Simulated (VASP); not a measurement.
Ga4P3N:

```xyz
8
Lattice="3.5055 0.0000 0.0000 0.0000 3.5055 0.0000 0.0000 0.0000 9.9151" Properties=species:S:1:pos:R:3 pbc="T T T"
N     0.0000    0.0000    0.0000
Ga    0.0000    1.7528    8.6757
Ga    1.7528    0.0000    6.1969
Ga    0.0000    1.7528    3.7182
Ga    1.7528    0.0000    1.2394
P     1.7528    1.7528    7.4363
P     0.0000    0.0000    4.9575
P     1.7528    1.7528    2.4788
```

| Quantity | Value |
| --- | --- |
| Program | VASP 6.6.1 |
| Task | relaxation of cell and atoms |
| Functional | PBE |
| Potentials or basis | VASP PAW PBE potentials, release 64 (N, Ga_d, P) |
| Cutoff | 600 eV |
| k mesh | 6 × 6 × 2 |
| Occupations | fermi-dirac, width 0.02 eV |
| Spin | no spin polarisation |

At the start: pressure 29.5 GPa; volume 15.23 Å³/atom.

Question: Where does the relaxation end?

Answer: Over 18 steps the energy falls by 406.0 meV/atom and the volume is 18.29 Å³/atom (+20.1 %); space group P-4m2 (No. 115, to 0.1 Å) before and after.

The path:
```tsv
step	energy change (eV)	largest force (eV/Å)	pressure (GPa)	volume (Å³)
1	0.0000	4.5800	29.46	121.84
2	-1.7335	0.8473	-10.67	178.19
3	-2.8032	0.9913	-1.82	152.04
4	-2.8043	1.0372	-1.46	151.39
5	-2.8036	1.0824	-1.11	150.75
6	-2.9825	0.7652	-0.48	148.79
7	-3.1665	0.7924	1.90	143.49
8	-3.2310	0.3688	-0.93	147.63
9	-3.2337	0.3705	-0.48	146.91
10	-3.2461	0.0596	0.53	145.43
11	-3.2468	0.0491	0.33	145.71
12	-3.2476	0.0443	-0.22	146.61
13	-3.2478	0.0306	-0.05	146.33
14	-3.2480	0.0206	0.00	146.28
15	-3.2481	0.0150	0.03	146.25
16	-3.2481	0.0130	0.03	146.23
17	-3.2481	0.0043	-0.03	146.34
18	-3.2481	0.0039	-0.02	146.33
```

Final structure:
```
N Ga P
1.0
     3.74396    0.00000    0.00000
     0.00000    3.74396    0.00000
     0.00000    0.00000   10.43928
N Ga P
1 4 3
Direct
  0.00000 0.00000 0.00000
  0.00000 0.50000 0.90579
  0.50000 0.00000 0.63588
  0.00000 0.50000 0.36412
  0.50000 0.00000 0.09421
  0.50000 0.50000 0.77066
  0.00000 0.00000 0.50000
  0.50000 0.50000 0.22934
```

Caveat: the volume moved by over 15 % at a fixed basis, so the end points are rough.
